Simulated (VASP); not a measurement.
# BaTiO3 (P4mm) in VASP: further runs, part 2 of 2

VASP 6.6.1.

### 4 Electric field gradients, PBEsol (equal xx and yy strain of +2 %)

Contents of INCAR:

```
SYSTEM = BaTiO3
ALGO = Normal
EDIFF = 1E-8
ENCUT = 520
GGA = PS
ISIF = 2
ISMEAR = -1
LASPH = .True.
LCHARG = .False.
LEFG = .True.
LREAL = .False.
LWAVE = .False.
NBANDS = 28
NELM = 80
PREC = Accurate
SIGMA = 0.08
```

Contents of KPOINTS:

```
k-points
0
Gamma
  7 7 7
  0 0 0
```

Contents of POSCAR:

```
BaTiO3
1.0
    4.0797960000      0.0000000000      0.0000000000
    0.0000000000      4.0797960000      0.0000000000
    0.0000000000      0.0000000000      4.0180000000
Ba Ti O
1 1 3
Direct
    0.0000000000      0.0000000000      0.0000000000
    0.5000000000      0.5000000000      0.4820000000
    0.5000000000      0.5000000000      0.0160000000
    0.5000000000      0.0000000000      0.5150000000
    0.0000000000      0.5000000000      0.5150000000
```

Potentials or basis: VASP PAW PBE potentials, release 64 (Ba_sv, Ti_sv, O).

Command:

```sh
cat potpaw_PBE.64/Ba_sv/POTCAR potpaw_PBE.64/Ti_sv/POTCAR potpaw_PBE.64/O/POTCAR > POTCAR
mpirun -np 1 vasp_std > vasp.out
```

OUTCAR:

```text
SYSTEM = BaTiO3
   EDIFF = 1E-8
   ENCUT = 520
   GGA = PS
   ISIF = 2
   ISMEAR = -1
   LASPH = .True.
   LREAL = .False.
   NELM = 80
   PREC = Accurate

 ion  position               nearest neighbor table
   1  0.000  0.000  0.000-   4 2.82   5 2.82   5 2.82   4 2.82   3 2.89   3 2.89   3 2.89   3 2.89
                             4 2.91   5 2.91   5 2.91   4 2.91   2 3.47   2 3.47   2 3.47   2 3.47
   2  0.500  0.500  0.482-   3 1.87   4 2.04   5 2.04   4 2.04   5 2.04   3 2.15   1 3.47   1 3.47
                             1 3.47   1 3.47   1 3.56   1 3.56   1 3.56   1 3.56
   3  0.500  0.500  0.016-   2 1.87   2 2.15   1 2.89   1 2.89   1 2.89   1 2.89
   4  0.500  0.000  0.515-   2 2.04   2 2.04   1 2.82   1 2.82   1 2.91   1 2.91
[... 985 lines left out ...]
   3      -5.909    -5.909    11.818     0.000     0.000    -0.000
   4     -12.145    31.382   -19.236     0.000     0.000    -0.000
   5      31.382   -12.145   -19.236    -0.000     0.000     0.000
---------------------------------------------------------------------

 Electric field gradients after diagonalization (V/A^2)
 (convention: |V_zz| > |V_xx| > |V_yy|)
----------------------------------------------------------------------
 ion       V_xx      V_yy      V_zz     asymmetry (V_yy - V_xx)/ V_zz
----------------------------------------------------------------------
   1       3.379     3.379    -6.758       0.000
   2       9.043     9.043   -18.086       0.000
   3      -5.909    -5.909    11.818       0.000
   4     -19.236   -12.145    31.382       0.226
   5     -19.236   -12.145    31.382       0.226
----------------------------------------------------------------------

           NMR quadrupolar parameters

 Cq : quadrupolar parameter    Cq=e*Q*V_zz/h
 eta: asymmetry parameters     (V_yy - V_xx)/ V_zz
 Q  : nuclear electric quadrupole moment in mb (millibarn)
----------------------------------------------------------------------
 ion       Cq(MHz)       eta       Q (mb)
----------------------------------------------------------------------
   1      -0.016       0.000       1.000
   2      -0.044       0.000       1.000
   3       0.029       0.000       1.000
   4       0.076       0.226       1.000
   5       0.076       0.226       1.000
----------------------------------------------------------------------
```

Run time: 2.4 min. Hardware: 1 thread of Intel Xeon 8259CL, shared host; peak memory 0.22 GiB.

Results:

```
Free energy                             : -41.8940 eV
Pressure                                : -7.7 GPa
Largest force                           : 0.454 eV/Å
Band gap on the k mesh                  : 1.74 eV (least direct gap 1.98 eV)
Largest electric field gradient by atom : Ba -6.8; Ti -18.1; O +11.8, +31.4 (each value once) V/Å²
```

Forces in eV/Å, atoms in the order of the input:
```
Ba   0.000  0.000 -0.088
Ti   0.000  0.000 -0.006
O    0.000  0.000  0.454
O    0.000  0.000 -0.180
O    0.000  0.000 -0.180
```

Levels at points of the mesh, in eV from the valence-band top:
| k point | band 17 | band 18 | band 19 | band 20 | band 21 | band 22 | band 23 | band 24 |
| --- | --- | --- | --- | --- | --- | --- | --- | --- |
| (0.00, 0.00, 0.00) | -0.94 | -0.26 | -0.24 | -0.24 | 1.74 | 2.06 | 2.06 | 3.79 |

Electric field gradients, principal values (V/Å²):
```tsv
atom	least	middle	greatest (by size)
1 Ba	3.379	3.379	-6.758
2 Ti	9.043	9.043	-18.086
3 O	-5.909	-5.909	11.818
4 O	-12.145	-19.236	31.382
5 O	-12.145	-19.236	31.382
```

Caveat: the cell differs from its parent crystal (equal xx and yy strain of +2 %); the cell stands under tension; without QUAD_EFG the Cq values of the log hold for a quadrupole moment of 1 mb, not for the nuclei; the PAW data sets were made with another functional, which shifts forces and pressure a little; spin-orbit coupling is left out, which moves the levels of the heavy elements. A k mesh can miss the band edges.

### 5 Electric field gradients, PBEsol (equal xx and yy strain of +2 %)

Contents of INCAR:

```
PREC     = Accurate       # precision mode
ENCUT    = 520            # plane-wave cutoff, eV
EDIFF    = 1E-8           # SCF threshold, eV
ISMEAR   = -1             # smearing method
SIGMA    = 0.08           # smearing width, eV
LREAL    = F              # projectors in reciprocal space
LASPH    = T              # aspherical terms in the spheres
NELM     = 80             # most SCF steps
ALGO     = Normal         # electronic algorithm
ISIF     = 2              # what is computed and relaxed
LWAVE    = F              # write WAVECAR
LCHARG   = F              # write CHGCAR
GGA      = PS             # functional
LEFG     = T            
NBANDS   = 28             # bands
```

Contents of KPOINTS:

```
Automatic mesh
0
Gamma
  7 7 7
```

POSCAR is that of step 4.

Potentials or basis: VASP PAW PBE potentials, release 64 (Ba_sv, Ti_sv, O).

Command:

```sh
cat potpaw_PBE.64/Ba_sv/POTCAR potpaw_PBE.64/Ti_sv/POTCAR potpaw_PBE.64/O/POTCAR > POTCAR
mpirun -np 1 vasp_std > vasp.out
```

OUTCAR:

```text
PREC = Accurate
   ENCUT = 520
   EDIFF = 1E-8
   ISMEAR = -1
   LREAL = F
   LASPH = T
   NELM = 80
   ISIF = 2
   GGA = PS

 ion  position               nearest neighbor table
   1  0.000  0.000  0.000-   4 2.82   5 2.82   5 2.82   4 2.82   3 2.89   3 2.89   3 2.89   3 2.89
                             4 2.91   5 2.91   5 2.91   4 2.91   2 3.47   2 3.47   2 3.47   2 3.47
   2  0.500  0.500  0.482-   3 1.87   4 2.04   5 2.04   4 2.04   5 2.04   3 2.15   1 3.47   1 3.47
                             1 3.47   1 3.47   1 3.56   1 3.56   1 3.56   1 3.56
   3  0.500  0.500  0.016-   2 1.87   2 2.15   1 2.89   1 2.89   1 2.89   1 2.89
   4  0.500  0.000  0.515-   2 2.04   2 2.04   1 2.82   1 2.82   1 2.91   1 2.91
   5  0.000  0.500  0.515-   2 2.04   2 2.04   1 2.82   1 2.82   1 2.91   1 2.91

  LATTYP: Found a simple tetragonal cell.
 ALAT       =     4.0797960000
 C/A-ratio  =     0.9848531642

  Lattice vectors:

 A1 = (   4.0797960000,   0.0000000000,   0.0000000000)
 A2 = (   0.0000000000,   4.0797960000,   0.0000000000)
 A3 = (   0.0000000000,   0.0000000000,   4.0180000000)

Analysis of symmetry for initial positions (statically):
=====================================================================
 Subroutine PRICEL returns:
 Original cell was already a primitive cell.

 Routine SETGRP: Setting up the symmetry group for a
 simple tetragonal supercell.

 Subroutine GETGRP returns: Found  8 space group operations
 (whereof  8 operations were pure point group operations)
 out of a pool of 16 trial point group operations.

The static configuration has the point symmetry C_4v.

Analysis of symmetry for dynamics (positions and initial velocities):
=====================================================================
 Subroutine PRICEL returns:
 Original cell was already a primitive cell.

 Routine SETGRP: Setting up the symmetry group for a
 simple tetragonal supercell.

 Subroutine GETGRP returns: Found  8 space group operations
 (whereof  8 operations were pure point group operations)
 out of a pool of 16 trial point group operations.

The dynamic configuration has the point symmetry C_4v.

 Subroutine INISYM returns: Found  8 space group operations
 (whereof  8 operations are pure point group operations),
 and found     1 'primitive' translations

----------------------------------------------------------------------------------------

                                     Primitive cell

  volume of cell :      66.8785

  direct lattice vectors                    reciprocal lattice vectors
     4.079796000  0.000000000  0.000000000     0.245110295  0.000000000  0.000000000
     0.000000000  4.079796000  0.000000000     0.000000000  0.245110295  0.000000000
     0.000000000  0.000000000  4.018000000     0.000000000  0.000000000  0.248880040

  length of vectors
     4.079796000  4.079796000  4.018000000     0.245110295  0.245110295  0.248880040

  position of ions in fractional coordinates (direct lattice)
     0.000000000  0.000000000  0.000000000
     0.500000000  0.500000000  0.482000000
     0.500000000  0.500000000  0.016000000
     0.500000000  0.000000000  0.515000000
[... 101 lines left out ...]
     AMIX_MAG =   1.60;   BMIX_MAG =  1.00
  volume/ion in A,a.u.               =      13.38        90.26
  Fermi-wavevector in a.u.,A,eV,Ry     =   1.379323  2.606542 25.885507  1.902531
  Thomas-Fermi vector in A             =   2.504303
   LORBIT       =      0    0 simple, 1 ext, 2 COOP (PROOUT), +10 PAW based schemes
   GGA     = PS    functional components
   LHFCALC =     F    Hartree Fock is set to
   AEXX    =    0.0000 exact exchange contribution
   IVDW    =     0    specifies the selected vdW correction
   LEPSILON=     F    determine dielectric tensor
   LRPA    =     F    only Hartree local field effects (RPA)
 non-spin polarized calculation
  energy-cutoff  :      520.00
  volume of cell :       66.88
 maximum number of plane-waves:      1823
   NGX = 15   NGY = 15   NGZ = 15

 number of electron      39.9999985 magnetization

 Free energy of the ion-electron system (eV)
  ---------------------------------------------------
  ext. energy  EPLUGINS =         0.00000000
  ---------------------------------------------------
  free energy    TOTEN  =       -41.89403241 eV

  energy without entropy =      -41.89402981  energy(sigma->0) =      -41.89403111

 E-fermi :   4.2725     XC(G=0): -11.2909

 val. band max:        3.3068262782   @ k =   0.4286   0.4286   0.4286
 cond. band min:       5.0497878191   @ k =   0.0000   0.0000   0.0000
 fundamental gap:      1.7429615409
 Fermi energy:         4.2724807403

 k-point     1 :       0.0000    0.0000    0.0000
  band No.  band energies     occupation
      1     -53.0656      2.00000
      2     -29.4162      2.00000
      3     -29.3662      2.00000
      4     -29.3662      2.00000
      5     -21.4996      2.00000
      6     -13.3768      2.00000
[... 733 lines left out ...]
     27      11.5194      0.00000
     28      11.9117      0.00000

 [... further k-points ...]

------------------------ aborting loop because EDIFF is reached ----------------------------------------

  FORCE on cell =-STRESS in cart. coord.  units (eV):
  Direction    XX          YY          ZZ          XY          YZ          ZX
  --------------------------------------------------------------------------------------
  -------------------------------------------------------------------------------------
  Total       -3.8651202     -3.8651202     -1.9310972      0.0000000     -0.0000000      0.0000000
  in kB      -92.5948341    -92.5948341    -46.2623709      0.0000000     -0.0000000      0.0000000
  external PRESSURE =     -77.1506797 kB  Pullay stress =       0.0000000 kB

 VOLUME and BASIS-vectors are now :
 -----------------------------------------------------------------------------
  energy-cutoff  :      520.00
  volume of cell :       66.88
      direct lattice vectors                 reciprocal lattice vectors
     4.079796000  0.000000000  0.000000000     0.245110295  0.000000000  0.000000000
     0.000000000  4.079796000  0.000000000     0.000000000  0.245110295  0.000000000
     0.000000000  0.000000000  4.018000000     0.000000000  0.000000000  0.248880040

 POSITION                                       TOTAL-FORCE (eV/Angst)
 -----------------------------------------------------------------------------------
      0.00000      0.00000      0.00000         0.000000     -0.000000     -0.088131
      2.03990      2.03990      1.93668        -0.000000      0.000000     -0.006178
      2.03990      2.03990      0.06429        -0.000000      0.000000      0.454361
      2.03990      0.00000      2.06927        -0.000000     -0.000000     -0.180026
      0.00000      2.03990      2.06927        -0.000000     -0.000000     -0.180026
 -----------------------------------------------------------------------------------
    total drift:                                0.000000      0.000000     -0.000309

  FREE ENERGIE OF THE ION-ELECTRON SYSTEM (eV)
  ---------------------------------------------------
  free  energy   TOTEN  =       -41.8940324117 eV

  energy  without entropy=      -41.8940298127  energy(sigma->0) =      -41.89403111

 Electric field gradients (V/A^2)
---------------------------------------------------------------------
 ion       V_xx      V_yy      V_zz      V_xy      V_xz      V_yz
---------------------------------------------------------------------
   1       3.379     3.379    -6.758    -0.000     0.000    -0.000
   2       9.043     9.043   -18.086     0.000    -0.000    -0.000
   3      -5.909    -5.909    11.818     0.000     0.000    -0.000
   4     -12.145    31.382   -19.236     0.000     0.000    -0.000
   5      31.382   -12.145   -19.236    -0.000     0.000     0.000
---------------------------------------------------------------------

 Electric field gradients after diagonalization (V/A^2)
 (convention: |V_zz| > |V_xx| > |V_yy|)
----------------------------------------------------------------------
 ion       V_xx      V_yy      V_zz     asymmetry (V_yy - V_xx)/ V_zz
----------------------------------------------------------------------
   1       3.379     3.379    -6.758       0.000
   2       9.043     9.043   -18.086       0.000
   3      -5.909    -5.909    11.818       0.000
   4     -19.236   -12.145    31.382       0.226
   5     -19.236   -12.145    31.382       0.226
----------------------------------------------------------------------

           NMR quadrupolar parameters

 Cq : quadrupolar parameter    Cq=e*Q*V_zz/h
 eta: asymmetry parameters     (V_yy - V_xx)/ V_zz
 Q  : nuclear electric quadrupole moment in mb (millibarn)
----------------------------------------------------------------------
 ion       Cq(MHz)       eta       Q (mb)
----------------------------------------------------------------------
   1      -0.016       0.000       1.000
   2      -0.044       0.000       1.000
   3       0.029       0.000       1.000
   4       0.076       0.226       1.000
   5       0.076       0.226       1.000
----------------------------------------------------------------------
```

Wall time 1.9 min (1 thread of Intel Xeon 8259CL, shared host); peak memory 0.22 GiB.

What came out:

| Property | Result |
| --- | --- |
| Free energy | -41.8940 eV |
| Pressure | -7.7 GPa |
| Largest force | 0.454 eV/Å |
| Band gap on the k mesh | 1.74 eV (least direct gap 1.98 eV) |
| Largest electric field gradient by atom | Ba -6.8; Ti -18.1; O +11.8, +31.4 (each value once) V/Å² |

Forces in eV/Å, atoms in the order of the input:
```
Ba   0.000  0.000 -0.088
Ti   0.000  0.000 -0.006
O    0.000  0.000  0.454
O    0.000  0.000 -0.180
O    0.000  0.000 -0.180
```

Levels at points of the mesh, in eV from the valence-band top:
| k point | band 18 | band 19 | band 20 | band 21 | band 22 | band 23 |
| --- | --- | --- | --- | --- | --- | --- |
| (0.00, 0.00, 0.00) | -0.26 | -0.24 | -0.24 | 1.74 | 2.06 | 2.06 |

Electric field gradients, principal values (V/Å²):
```tsv
atom	least	middle	greatest (by size)
1 Ba	3.379	3.379	-6.758
2 Ti	9.043	9.043	-18.086
3 O	-5.909	-5.909	11.818
4 O	-12.145	-19.236	31.382
5 O	-12.145	-19.236	31.382
```

Caveat: the cell differs from its parent crystal (equal xx and yy strain of +2 %); the cell stands under tension; without QUAD_EFG the Cq values of the log hold for a quadrupole moment of 1 mb, not for the nuclei; the PAW data sets were made with another functional, which shifts forces and pressure a little; spin-orbit coupling is left out, which moves the levels of the heavy elements. A k mesh can miss the band edges.

### 6 The runs side by side

| task | cell | k mesh for the DOS | occupations for the DOS | gap on the mesh (eV) | pressure (GPa) | largest force (eV/Å) |
| --- | --- | --- | --- | --- | --- | --- |
| single point | a = 4.000, b = 4.000, c = 4.018 Å, 5 atoms | 11 × 11 × 11 | tetrahedron | - | - | - |
| electric field gradients | a = 3.960, b = 3.960, c = 4.018 Å, 5 atoms | - | - | 1.87 | 1.7 | 0.31 |
| electric field gradients | a = 4.080, b = 4.080, c = 4.018 Å, 5 atoms | - | - | 1.74 | -7.7 | 0.45 |

Alike in all rows: level PBEsol; potentials or basis VASP PAW PBE potentials, release 64 (Ba_sv, Ti_sv, O); no spin polarisation; k mesh 7 × 7 × 7; cutoff (eV) 520; smearing fermi-dirac 0.08 eV.

Caveats: the PAW data sets were made with another functional, which shifts forces and pressure a little; spin-orbit coupling is left out, which moves the levels of the heavy elements; the cell stands under tension (at least some runs).

Absolute energies hang on the potentials; compare differences alone.
